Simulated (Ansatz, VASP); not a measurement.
# One calculation of Nb, two programs

```
CELL_PARAMETERS angstrom
-1.71850 1.71850 1.71850
1.71850 -1.71850 1.71850
1.71850 1.71850 -1.71850
ATOMIC_POSITIONS crystal
Nb 0.00000 0.00000 0.00000
```

Alike in both runs: task single point; functional PBE; k mesh 22 × 22 × 22; occupations fermi-dirac, width 0.1 eV; no spin polarisation.

|  | VASP | Ansatz |
| --- | --- | --- |
| version | VASP 6.6.1 | Ansatz 0.2.0 |
| potentials or method | VASP PAW PBE potentials, release 64 (Nb_sv), cutoff 520 eV | plane waves (420 eV) with PAW, scalar-relativistic |
| valence electrons in the cell | 13 | 13 |

|  | VASP | Ansatz | Ansatz less VASP |
| --- | --- | --- | --- |
| pressure (GPa) | -15.5 | -15.3 | +0.24 |
